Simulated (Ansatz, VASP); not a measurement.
**Two plane-wave programs on AlAu2**

```
CELL_PARAMETERS angstrom
-1.65232 1.65232 3.98245
1.65232 -1.65232 3.98245
1.65232 1.65232 -3.98245
ATOMIC_POSITIONS crystal
Al 0.00000 0.00000 0.00000
Au 0.65704 0.65704 0.00000
Au 0.34296 0.34296 0.00000
```

Alike in both runs: task single point; functional LDA; k mesh 16 × 16 × 16; occupations gaussian, width 0.15 eV; no spin polarisation.

```csv
,VASP,Ansatz
version,VASP 6.6.1,Ansatz 0.2.0
potentials or method,"VASP PAW LDA potentials, release 64 (Al, Au), cutoff 520 eV","scalar-relativistic, plane waves, PAW"
valence electrons in the cell,25,41
```

```tsv
	VASP	Ansatz	Ansatz less VASP
gap on the k mesh at the Fermi level (eV)	none	none	-
pressure (GPa)	21.8	21.3	-0.57
traceless stress, the component that is largest in VASP (GPa)	13.25	13.06	-0.196
rms of the force components (eV/Å)	0.774	0.766	-0.0075
```

LDA's correlation is that of Perdew and Zunger in VASP and of Perdew and Wang (1992) in Ansatz. Atom by atom the forces differ by 0.007 eV/Å (rms over components). A gap of «none» marks a metal or a gap that the smearing closes. VASP's potentials hold 25 valence electrons a cell and Ansatz's 41, so a difference there can come from the potentials and not from the codes.

Spin-orbit coupling is off throughout.
